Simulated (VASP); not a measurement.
Crystal: PbSe (Clausthalite).

```
Pb Se
1.0
     0.00000    3.10093    3.10093
     3.10093    0.00000    3.10093
     3.10093    3.10093    0.00000
Pb Se
1 1
Direct
  0.00000 0.00000 0.00000
  0.50000 0.50000 0.50000
```

Base run:

```yaml
Program: VASP 6.6.1
Functional: PBE
Potentials_or_basis: VASP PAW PBE potentials, release 64 (Pb_d, Se)
Cutoff: 520 eV
k_mesh: 8 × 8 × 8
Occupations: fermi-dirac, width 0.05 eV
Spin: no spin polarisation
```

Its results: band gap on the k mesh 0.42 eV, direct; pressure 0.3 GPa.

The run is repeated on the same cell with these changes: functional from PBE to PBEsol. What comes out?

Band gap on the k mesh 0.33 eV, direct; pressure -2.3 GPa.

PBEsol binds more tightly than PBE, so the same cell stands under less pressure.

Caveats: spin-orbit coupling is left out, which moves the levels of the heavy elements; the PAW data sets were made with another functional, which shifts forces and pressure a little (some runs).

A k mesh can miss the band edges.
